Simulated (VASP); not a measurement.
## NaH: single point with r2SCAN

NaH:

```
Na H
1.0
     2.93568    0.00000    0.00000
     0.00000    2.93568    0.00000
     0.00000    0.00000    2.99440
Na H
1 1
Direct
  0.00000 0.00000 0.00000
  0.50000 0.50000 0.50000
```

| Item | Value |
| --- | --- |
| Program | VASP 6.6.1 |
| Task | single point |
| Functional | r2SCAN |
| Potentials or basis | VASP PAW PBE potentials, release 64 (Na_pv, H) |
| Cutoff | 550 eV |
| k mesh | 6 × 6 × 6 |
| Occupations | fermi-dirac, width 0.02 eV |
| Spin | no spin polarisation |
| Dipole correction | no |
| Further INCAR settings | ALGO = Normal; EDIFF = 1e-06; NBANDS = 11 |

The pressure is -0.8 GPa and the band gap on the k mesh is 1.47 eV (least direct gap 5.05 eV).

Stress tensor (GPa, compression positive):
```
-0.03  0.00  0.00
 0.00 -0.03  0.00
 0.00  0.00 -2.48
```

Levels at points of the mesh, in eV from the valence-band top:
```csv
k point,band 1,band 2,band 3,band 4,band 5,band 6,band 7,band 8,band 9
"(0.00, 0.00, 0.00)",-25.49,-25.49,-25.49,-5.96,9.64,11.45,11.75,12.83,13.51
"(0.50, 0.00, 0.00)",-25.66,-25.48,-25.47,-3.45,1.66,11.87,14.69,14.77,15.33
"(0.50, 0.50, 0.00)",-25.63,-25.63,-25.46,-1.74,4.92,4.92,7.87,15.33,19.08
"(0.00, 0.00, 0.50)",-25.64,-25.48,-25.48,-3.58,1.47,12.06,14.79,15.24,15.24
"(0.50, 0.00, 0.50)",-25.64,-25.61,-25.46,-1.86,4.73,4.78,7.68,15.82,19.50
"(0.50, 0.50, 0.50)",-25.61,-25.61,-25.59,0.00,7.21,7.31,7.31,10.07,10.07
```

Run time: 26 s on 1 thread of Intel(R) Xeon(R) Platinum 8559C (Emerald Rapids), with other jobs on the host, peak memory 0.14 GiB.

Caveat: the PAW data sets were made with another functional, which shifts forces and pressure a little. A k mesh can miss the band edges.
